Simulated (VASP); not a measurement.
Runs of VASP 6.6.1 on Se. The structure is that of space group P3_121 (No. 152), or close to it. The cells are those of the table. 

```tsv
cell	gap on the mesh (eV)	pressure (GPa)	largest force (eV/Å)
a = 4.345, b = 4.345, c = 4.855 Å, angles 90.0, 90.0, 120.0°, 3 atoms	0.46	(a)	0.50
a = 4.139, b = 4.139, c = 5.217 Å, angles 90.0, 90.0, 120.0°, 3 atoms	0.49	(b)	0.34
a = 4.049, b = 4.049, c = 5.314 Å, angles 90.0, 90.0, 120.0°, 3 atoms	0.24	-2.3	0.18
a = 4.215, b = 4.215, c = 4.903 Å, angles 90.0, 90.0, 120.0°, 3 atoms	0.58	-0.1	0.13
a = 4.252, b = 4.252, c = 4.945 Å, angles 90.0, 90.0, 120.0°, 3 atoms	0.61	-1.6	0.32
a = 4.235, b = 4.235, c = 4.732 Å, angles 90.0, 90.0, 120.0°, 3 atoms	0.34	2.4	0.14
a = 4.195, b = 4.195, c = 5.079 Å, angles 90.0, 90.0, 120.0°, 3 atoms	0.69	(c)	0.33
a = 4.309, b = 4.309, c = 4.814 Å, angles 90.0, 90.0, 120.0°, 3 atoms	0.43	-1.0	0.31
a = 4.179, b = 4.179, c = 4.860 Å, angles 90.0, 90.0, 120.0°, 3 atoms	0.55	1.7	0.09
a = 4.272, b = 4.272, c = 4.773 Å, angles 90.0, 90.0, 120.0°, 3 atoms	0.39	0.6	0.09
a = 4.084, b = 4.084, c = 5.359 Å, angles 90.0, 90.0, 120.0°, 3 atoms	0.24	-3.7	0.34
a = 4.159, b = 4.159, c = 5.036 Å, angles 90.0, 90.0, 120.0°, 3 atoms	0.71	-0.8	0.15
```

Alike in all rows: task single point; level PBE+D3(BJ); potentials or basis VASP PAW PBE potentials, release 64 (Se); no spin polarisation; k mesh 12 × 12 × 8; cutoff (eV) 520; smearing gaussian 0.05 eV.

Problem. Estimate the missing entries.

Solution. (a) -2.4; (b) -2.9; (c) -2.2.

Caveats: the cell stands under tension (at least some runs).

A k mesh can miss the band edges, and the runs leave out spin-orbit coupling on Se.
